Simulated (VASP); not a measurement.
Input of a VASP 6.6.1 run:

The input INCAR:

```
PREC = Accurate ; ENCUT = 520
EDIFF = 1E-6 ; ISMEAR = -1
SIGMA = 0.005 ; LREAL = False
LASPH = True ; NELM = 100
ALGO = Normal ; ISIF = 2
LWAVE = False ; LCHARG = True
GGA = PE ; LELF = True
LVHAR = True ; NBANDS = 17
```

File KPOINTS:

```
regular mesh
0
Gamma
  17 17 10
```

The input POSCAR:

```
Ni
1.0
    2.4726523327      0.0000000000      0.0000000000
   -1.2363261664      2.1413797349      0.0000000000
    0.0000000000      0.0000000000      4.0991691776
Ni
2
Direct
    0.3333333333      0.6666666667      0.2500000000
    0.6666666667      0.3333333333      0.7500000000
```

Potentials or basis: VASP PAW PBE potentials, release 64 (Ni).

Launch:

```console
$ cat potpaw_PBE.64/Ni/POTCAR > POTCAR
$ mpirun -np 1 vasp_std > vasp.out
```

(1) What does it give for the pressure?

(2) Estimate the band gap on the k mesh.

Results:

(1) 0.0 GPa.

(2) zero (bands 10 and 11 overlap by 0.54 eV).

Caveat: the run has no spin polarisation, though such a crystal can be magnetic.
